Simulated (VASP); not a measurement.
# AlNi (P4mm) in VASP: further runs

Runs on AlNi. Level: PBEsol. Tasks: single point.

All numbers are computed with VASP 6.6.1; they aren't measurements. Logs are shortened: lines on timing, memory, paths and dates and some standing lists are left out, and cuts for length are marked.

### Step 1. The cell of the first run

The structure is tetragonal, space group P4mm (No. 99). The conventional cell has a = 2.862 Å, b = 2.862 Å, c = 2.862 Å, α = 90.00°, β = 90.00°, γ = 90.00°. Al (site symmetry 4mm) has 8 Ni at 2.25 to 2.76 Å and 6 Al at 2.86 Å within 3.0 Å. Ni (site symmetry 4mm) has 8 Al at 2.25 to 2.76 Å and 6 Ni at 2.86 Å within 3.0 Å.

### Step 2. Single point, PBEsol (atom 2 (Ni) moved by (-0.450, +0.000) A along x and z)

Input file INCAR:

```
PREC = Accurate
ENCUT = 600
EDIFF = 1E-6
ISMEAR = 0
SIGMA = 0.15
LREAL = F
LASPH = T
NELM = 120
ALGO = Normal
ISIF = 2
LWAVE = F
LCHARG = T
GGA = PS
LELF = T
LVHAR = T
NBANDS = 14
GGA_COMPAT = F
```

Input file KPOINTS:

```
Automatic mesh
0
Gamma
  20 20 20
```

Input file POSCAR:

```
AlNi
1.0
    2.8621655520      0.0000000000      0.0000000000
    0.0000000000      2.8621655520      0.0000000000
    0.0000000000      0.0000000000      2.8621655520
Al Ni
1 1
Direct
    0.0000000000      0.0000000000      0.0000000000
    0.3427763902      0.5000000000      0.5000000000
```

Potentials or basis: VASP PAW PBE potentials, release 64 (Al, Ni).

Command:

```bash
cat potpaw_PBE.64/Al/POTCAR potpaw_PBE.64/Ni/POTCAR > POTCAR
mpirun -np 1 vasp_std > vasp.out
```

OUTCAR:

```text
PREC = Accurate
   ENCUT = 600
   EDIFF = 1E-6
   ISMEAR = 0
   LREAL = F
   LASPH = T
   NELM = 120
   ISIF = 2
   GGA = PS

 ion  position               nearest neighbor table
   1  0.000  0.000  0.000-   2 2.25   2 2.25   2 2.25   2 2.25   2 2.76   2 2.76   2 2.76   2 2.76

   2  0.343  0.500  0.500-   1 2.25   1 2.25   1 2.25   1 2.25   1 2.76   1 2.76   1 2.76   1 2.76

  LATTYP: Found a simple cubic cell.
 ALAT       =     2.8621655520

  Lattice vectors:

 A1 = (   2.8621655520,   0.0000000000,   0.0000000000)
 A2 = (   0.0000000000,   2.8621655520,   0.0000000000)
 A3 = (   0.0000000000,   0.0000000000,   2.8621655520)

Analysis of symmetry for initial positions (statically):
=====================================================================
 Subroutine PRICEL returns:
 Original cell was already a primitive cell.

 Routine SETGRP: Setting up the symmetry group for a
 simple cubic supercell.

 Subroutine GETGRP returns: Found  8 space group operations
 (whereof  8 operations were pure point group operations)
 out of a pool of 48 trial point group operations.

The static configuration has the point symmetry C_4v.

Analysis of symmetry for dynamics (positions and initial velocities):
=====================================================================
 Subroutine PRICEL returns:
 Original cell was already a primitive cell.

 Routine SETGRP: Setting up the symmetry group for a
 simple cubic supercell.

 Subroutine GETGRP returns: Found  8 space group operations
 (whereof  8 operations were pure point group operations)
 out of a pool of 48 trial point group operations.

The dynamic configuration has the point symmetry C_4v.

 Subroutine INISYM returns: Found  8 space group operations
 (whereof  8 operations are pure point group operations),
 and found     1 'primitive' translations

----------------------------------------------------------------------------------------

                                     Primitive cell

  volume of cell :      23.4468

  direct lattice vectors                    reciprocal lattice vectors
     2.862165552  0.000000000  0.000000000     0.349385800  0.000000000  0.000000000
     0.000000000  2.862165552  0.000000000     0.000000000  0.349385800  0.000000000
     0.000000000  0.000000000  2.862165552     0.000000000  0.000000000  0.349385800

  length of vectors
     2.862165552  2.862165552  2.862165552     0.349385800  0.349385800  0.349385800

  position of ions in fractional coordinates (direct lattice)
     0.000000000  0.000000000  0.000000000
     0.342776390  0.500000000  0.500000000

  ion indices of the primitive-cell ions
   primitive index   ion index
                 1           1
                 2           2

----------------------------------------------------------------------------------------

 KPOINTS: Automatic mesh

Automatic generation of k-mesh.
 Grid dimensions read from file:
 generate k-points for:   20   20   20

 Generating k-lattice:

  Cartesian coordinates                     Fractional coordinates (reciprocal lattice)
     0.017469290  0.000000000  0.000000000     0.050000000  0.000000000  0.000000000
     0.000000000  0.017469290  0.000000000     0.000000000  0.050000000  0.000000000
     0.000000000  0.000000000  0.017469290     0.000000000  0.000000000  0.050000000

  Length of vectors
     0.017469290  0.017469290  0.017469290

  Shift w.r.t. Gamma in fractional coordinates (k-lattice)
     0.000000000  0.000000000  0.000000000

 Subroutine IBZKPT returns following result:
 ===========================================

 Found    726 irreducible k-points:

 Following reciprocal coordinates:
            Coordinates               Weight
  0.000000  0.000000  0.000000      1.000000
  0.050000  0.000000  0.000000      2.000000
  0.000000  0.050000  0.000000      4.000000
  0.100000  0.000000  0.000000      2.000000
  0.000000  0.100000  0.000000      4.000000
  0.150000  0.000000  0.000000      2.000000
[... 16 lines left out ...]
  0.000000  0.050000  0.050000      4.000000
  0.100000  0.050000  0.000000      8.000000
 [... further k-points ...]
   k-points           NKPTS =    726   k-points in BZ     NKDIM =    726   number of bands    NBANDS=     14
   number of dos      NEDOS =    301   number of ions     NIONS =      2
   total plane-waves  NPLWV =  13824
   dimension x,y,z NGX =    24 NGY =   24 NGZ =   24
   dimension x,y,z NGXF=    48 NGYF=   48 NGZF=   48
   ions per type =               1   1
   NGX,Y,Z   is equivalent  to a cutoff of  13.94, 13.94, 13.94 a.u.
   NGXF,Y,Z  is equivalent  to a cutoff of  27.88, 27.88, 27.88 a.u.
 SYSTEM =  unknown system
   PREC   = accura    normal or accurate (medium, high low for compatibility)
   ISTART =      0    job   : 0-new  1-cont  2-samecut
   ICHARG =      2    charge: 1-file 2-atom 10-const
   ISPIN  =      1    spin polarized calculation?
   LNONCOLLINEAR =      F non collinear calculations
   LSORBIT =      F    spin-orbit coupling
   LASPH  =      T    aspherical Exc in radial PAW
   ENCUT  =  600.0 eV  44.10 Ry    6.64 a.u.   5.72  5.72  5.72*2*pi/ulx,y,z
   NELM   =    120;   NELMIN=  2; NELMDL= -5     # of ELM steps
   EDIFF  = 0.1E-05   stopping-criterion for ELM
   LREAL  =      F    real-space projection
   EDIFFG = 0.1E-04   stopping-criterion for IOM
   NSW    =      0    number of steps for IOM
   IBRION =     -1    ionic relax: 0-MD 1-quasi-New 2-CG
   NFREE  =      0    steps in history (QN), initial steepest desc. (CG)
   ISIF   =      2    stress and relaxation
   ISYM   =      2    0-nonsym 1-usesym 2-fastsym
   POTIM  = 0.5000    time-step for ionic-motion
   TEBEG  =    0.0;   TEEND  =   0.0 temperature during run
   PSTRESS=    0.0 pullay stress
   NELECT =      13.0000    total number of electrons
   NUPDOWN=      -1.0000    fix difference up-down
   EMIN   =  10.00;   EMAX   =-10.00  energy-range for DOS
   EFERMI =   0.00;   METHOD = LEGACY
   ISMEAR =     0;   SIGMA  =   0.15  broadening in eV -4-tet -1-fermi 0-gaus
   EFERMI_NEDOS =   21; number of points for ismear=-14 and -15
   IALGO  =     38    algorithm
   IMIX   =      4    mixing-type and parameters
     AMIX     =   0.40;   BMIX     =  1.00
     AMIX_MAG =   1.60;   BMIX_MAG =  1.00
  volume/ion in A,a.u.               =      11.72        79.11
  Fermi-wavevector in a.u.,A,eV,Ry     =   1.344914  2.541519 24.610134  1.808794
  Thomas-Fermi vector in A             =   2.472869
   LORBIT       =      0    0 simple, 1 ext, 2 COOP (PROOUT), +10 PAW based schemes
   GGA     = PS    functional components
   LHFCALC =     F    Hartree Fock is set to
   AEXX    =    0.0000 exact exchange contribution
   IVDW    =     0    specifies the selected vdW correction
   LEPSILON=     F    determine dielectric tensor
   LRPA    =     F    only Hartree local field effects (RPA)
 non-spin polarized calculation
 Gauss-broadening in eV      SIGMA  =   0.15
  energy-cutoff  :      600.00
  volume of cell :       23.45
 maximum number of plane-waves:       804
 NGX is ok and might be reduce to    24
   NGX = 11   NGY = 11   NGZ = 11

 number of electron      13.0000000 magnetization

 Free energy of the ion-electron system (eV)
  ---------------------------------------------------
  ext. energy  EPLUGINS =         0.00000000
  ---------------------------------------------------
  free energy    TOTEN  =       -10.96196777 eV

  energy without entropy =      -10.95311462  energy(sigma->0) =      -10.95754119

 E-fermi :  10.0934     XC(G=0): -12.2134

 val. band max:       10.0934399179   @ k =   0.2500   0.0500   0.3500
 cond. band min:      10.0979123091   @ k =   0.4000   0.3500   0.5000
 fundamental gap:      0.0044723911
 Fermi energy:        10.0934436530

 k-point     1 :       0.0000    0.0000    0.0000
  band No.  band energies     occupation
      1      -1.1036      2.00000
      2       6.4898      2.00000
      3       6.7207      2.00000
      4       8.2424      2.00000
      5       8.4566      2.00000
      6       8.4566      2.00000
      7      15.7681      0.00000
      8      15.7681      0.00000
      9      15.8254      0.00000
     10      18.5848      0.00000
     11      18.6587      0.00000
     12      23.2122      0.00000
     13      30.2141      0.00000
     14      30.2141      0.00000

 k-point     2 :       0.0500    0.0000    0.0000
  band No.  band energies     occupation
      1      -1.0577      2.00000
      2       6.4999      2.00000
      3       6.7178      2.00000
      4       8.2444      2.00000
      5       8.4374      2.00000
      6       8.4374      2.00000
      7      15.2773      0.00000
      8      15.8266      0.00000
      9      15.8266      0.00000
     10      18.5911      0.00000
     11      19.1772      0.00000
     12      23.3386      0.00000
     13      29.8713      0.00000
     14      29.8713      0.00000

 k-point     3 :       0.0000    0.0500    0.0000
  band No.  band energies     occupation
      1      -1.0567      2.00000
      2       6.4911      2.00000
      3       6.7296      2.00000
      4       8.2200      2.00000
      5       8.4374      2.00000
      6       8.4587      2.00000
      7      15.1013      0.00000
      8      15.8311      0.00000
      9      16.0709      0.00000
     10      18.6549      0.00000
     11      18.9947      0.00000
     12      23.3859      0.00000
     13      29.8888      0.00000
     14      30.2005      0.00000

 k-point     4 :       0.1000    0.0000    0.0000
  band No.  band energies     occupation
      1      -0.9202      2.00000
      2       6.5294      2.00000
      3       6.7039      2.00000
      4       8.2503      2.00000
      5       8.3824      2.00000
      6       8.3824      2.00000
      7      14.2067      0.00000
      8      15.9991      0.00000
      9      15.9991      0.00000
     10      18.6100      0.00000
     11      20.1215      0.00000
     12      23.7543      0.00000
     13      29.0373      0.00000
     14      29.0373      0.00000

 k-point     5 :       0.0000    0.1000    0.0000
  band No.  band energies     occupation
      1      -0.9161      2.00000
      2       6.4900      2.00000
      3       6.7554      2.00000
      4       8.1571      2.00000
      5       8.3828      2.00000
      6       8.4640      2.00000
      7      14.0564      0.00000
      8      16.0170      0.00000
      9      16.2851      0.00000
     10      18.6716      0.00000
     11      19.7382      0.00000
[... 276 lines left out ...]
 k-point    22 :       0.0500    0.0500    0.0000
  band No.  band energies     occupation
      1      -1.0108      2.00000
      2       6.5012      2.00000
      3       6.7272      2.00000
      4       8.2220      2.00000
      5       8.4175      2.00000
      6       8.4397      2.00000
      7      14.9992      0.00000
      8      15.6645      0.00000
      9      15.8894      0.00000
     10      18.8902      0.00000
     11      19.3123      0.00000
     12      23.4998      0.00000
     13      29.4940      0.00000
     14      29.8892      0.00000

 k-point    23 :       0.0000    0.0500    0.0500
  band No.  band energies     occupation
      1      -1.0097      2.00000
      2       6.4932      2.00000
      3       6.7383      2.00000
      4       8.1971      2.00000
      5       8.4345      2.00000
      6       8.4445      2.00000
      7      15.1305      0.00000
      8      15.1983      0.00000
      9      16.3341      0.00000
     10      18.7550      0.00000
     11      19.2962      0.00000
     12      23.5452      0.00000
     13      29.8165      0.00000
     14      29.8349      0.00000

 k-point    24 :       0.1000    0.0500    0.0000
  band No.  band energies     occupation
      1      -0.8735      2.00000
      2       6.5308      2.00000
      3       6.7147      2.00000
      4       8.2275      2.00000
      5       8.3609      2.00000
      6       8.3856      2.00000
      7      14.1993      0.00000
      8      15.5413      0.00000
      9      16.0614      0.00000
     10      18.9512      0.00000
     11      20.2691      0.00000
     12      23.8733      0.00000
     13      28.5925      0.00000
     14      29.0729      0.00000

 [... further k-points ...]
[... 5 lines left out ...]
  --------------------------------------------------------------------------------------
  -------------------------------------------------------------------------------------
  Total        0.7985655      2.6195838      2.6195838      0.0000000      0.0000000      0.0000000
  in kB       54.5678532    179.0023078    179.0023078      0.0000000      0.0000000      0.0000000
  external PRESSURE =     137.5241563 kB  Pullay stress =       0.0000000 kB

 VOLUME and BASIS-vectors are now :
 -----------------------------------------------------------------------------
  energy-cutoff  :      600.00
  volume of cell :       23.45
      direct lattice vectors                 reciprocal lattice vectors
     2.862165552  0.000000000  0.000000000     0.349385800  0.000000000  0.000000000
     0.000000000  2.862165552  0.000000000     0.000000000  0.349385800  0.000000000
     0.000000000  0.000000000  2.862165552     0.000000000  0.000000000  0.349385800

 POSITION                                       TOTAL-FORCE (eV/Angst)
 -----------------------------------------------------------------------------------
      0.00000      0.00000      0.00000        -2.754689      0.000000      0.000000
      0.98108      1.43108      1.43108         2.754689      0.000000     -0.000000
 -----------------------------------------------------------------------------------
    total drift:                                0.000442      0.000000      0.000002

  FREE ENERGIE OF THE ION-ELECTRON SYSTEM (eV)
  ---------------------------------------------------
  free  energy   TOTEN  =       -10.9619677663 eV

  energy  without entropy=      -10.9531146213  energy(sigma->0) =      -10.95754119
```

Run time: 60 s. Hardware: 1 thread of Intel Xeon 6975P-C (Granite Rapids), shared host; peak memory 0.39 GiB.

What came out:

```
Free energy   : -10.9620 eV
Pressure      : 13.8 GPa
Largest force : 2.755 eV/Å
```

Forces on the atoms (eV/Å):
```
Al  -2.755  0.000  0.000
Ni   2.755  0.000  0.000
```

Caveat: the cell differs from its parent crystal (atom 2 (Ni) moved by (-0.450, +0.000) A along x and z); the PAW data sets were made with another functional, which shifts forces and pressure a little.

### Step 3. Single point, PBEsol (atom 2 (Ni) moved by (-0.225, +0.000) A along x and z)

Input file INCAR:

```
ALGO = Normal
EDIFF = 1E-6
ENCUT = 600
GGA = PS
GGA_COMPAT = F
ISIF = 2
ISMEAR = 0
LASPH = T
LCHARG = F
LREAL = F
LWAVE = F
NBANDS = 14
NELM = 120
PREC = Accurate
SIGMA = 0.15
```

Input file KPOINTS:

```
k-points
0
Gamma
  20 20 20
```

Edit POSCAR of step 2 so:

```diff
@@ -9,2 +9,2 @@
     0.0000000000      0.0000000000      0.0000000000
-    0.3427763902      0.5000000000      0.5000000000
+    0.4213881951      0.5000000000      0.5000000000
```

Potentials or basis: VASP PAW PBE potentials, release 64 (Al, Ni).

Command:

```bash
cat potpaw_PBE.64/Al/POTCAR potpaw_PBE.64/Ni/POTCAR > POTCAR
mpirun -np 1 vasp_std > vasp.out
```

It took 61 s on 1 thread of Intel Xeon 6975P-C (Granite Rapids), shared host; peak memory 0.39 GiB.

Results (log left out):

```yaml
Free_energy: -11.4324 eV
Pressure: 3.6 GPa
Largest_force: 1.404 eV/Å
```

Forces in eV/Å, atoms in the order of the input:
```
Al  -1.404  0.000  0.000
Ni   1.404  0.000  0.000
```

Stress tensor (GPa, compression positive):
```
1.72 0.00 0.00
0.00 4.58 0.00
0.00 0.00 4.58
```

Levels at points of the mesh, in eV from the Fermi level:
| k point | band 5 | band 6 | band 7 | band 8 | band 9 | band 10 |
| --- | --- | --- | --- | --- | --- | --- |
| (0.00, 0.00, 0.00) | -1.60 | -1.60 | 5.61 | 5.61 | 5.63 | 8.29 |
| (0.50, 0.00, 0.00) | -2.31 | -1.56 | -0.64 | 8.46 | 9.91 | 9.91 |
| (0.00, 0.50, 0.00) | -2.30 | -1.51 | -0.70 | 8.42 | 10.13 | 10.35 |
| (0.50, 0.50, 0.00) | -2.21 | -2.14 | -1.06 | 1.51 | 2.55 | 12.60 |
| (0.00, 0.50, 0.50) | -2.00 | -2.00 | -1.07 | 1.45 | 2.56 | 12.74 |
| (0.50, 0.50, 0.50) | -1.02 | 1.84 | 1.84 | 2.06 | 3.48 | 4.70 |

Caveat: the cell differs from its parent crystal (atom 2 (Ni) moved by (-0.225, +0.000) A along x and z); the PAW data sets were made with another functional, which shifts forces and pressure a little. Spin polarisation is off, so any magnetic state and its effect on volume and gap are missing.
